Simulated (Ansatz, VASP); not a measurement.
**One calculation of Ti, two programs**

The input INCAR:

```
ALGO = Fast ; EDIFF = 1E-6
ENCUT = 520 ; GGA = PS
ISIF = 2 ; ISMEAR = 0
LASPH = True ; LCHARG = True
LELF = True ; LREAL = False
LVHAR = True ; LWAVE = False
NBANDS = 12 ; NELM = 60
PREC = Accurate ; SIGMA = 0.15
```

The input KPOINTS:

```
k-points
0
Gamma
  26 26 26
```

The input POSCAR:

```
Ti
1.0
   -1.6051160630      1.6051160630      1.5649881614
    1.6051160630     -1.6051160630      1.5649881614
    1.6051160630      1.6051160630     -1.5649881614
Ti
1
Direct
    0.0000000000      0.0000000000      0.0000000000
```

Input for Ansatz:

```yaml
crystal:
  lattice:
    - [-1.605116063, 1.605116063, 1.5649881614]
    - [1.605116063, -1.605116063, 1.5649881614]
    - [1.605116063, 1.605116063, -1.5649881614]
  atoms:
    - { symbol: Ti, position: [0.0, 0.0, 0.0] }
basis:
  ecutwfc: 420
kpoints:
  mp_grid: { grid: [26, 26, 26] }
hamiltonian:
  xc: pbesol
scf:
  occupations: { method: gaussian, width: 0.15 }
output:
  forces: true
  stress: true
  eigenvalues: true
```

Change from the starting cell: strain +0.000 along x and y, -0.025 along z, atoms carried along.

Alike in both runs: task single point; functional PBEsol; k mesh 26 × 26 × 26; occupations gaussian, width 0.15 eV; no spin polarisation.

```csv
,VASP,Ansatz
version,VASP 6.6.1,Ansatz 0.2.0
potentials or method,"VASP PAW PBE potentials, release 64 (Ti_sv), cutoff 520 eV","scalar-relativistic, plane waves, PAW"
valence electrons in the cell,12,12
```

|  | VASP | Ansatz | Ansatz less VASP |
| --- | --- | --- | --- |
| gap on the k mesh at the Fermi level (eV) | none | none | - |
| pressure (GPa) | 2.8 | 3.0 | +0.26 |
| traceless stress, the component that is largest in VASP (GPa) | -0.39 | -0.38 | +0.002 |

VASP's potentials were made for PBE, not for PBEsol. A gap of «none» marks a metal or a gap that the smearing closes. The functional is the same, so the differences come from potentials, cutoffs and numerics.
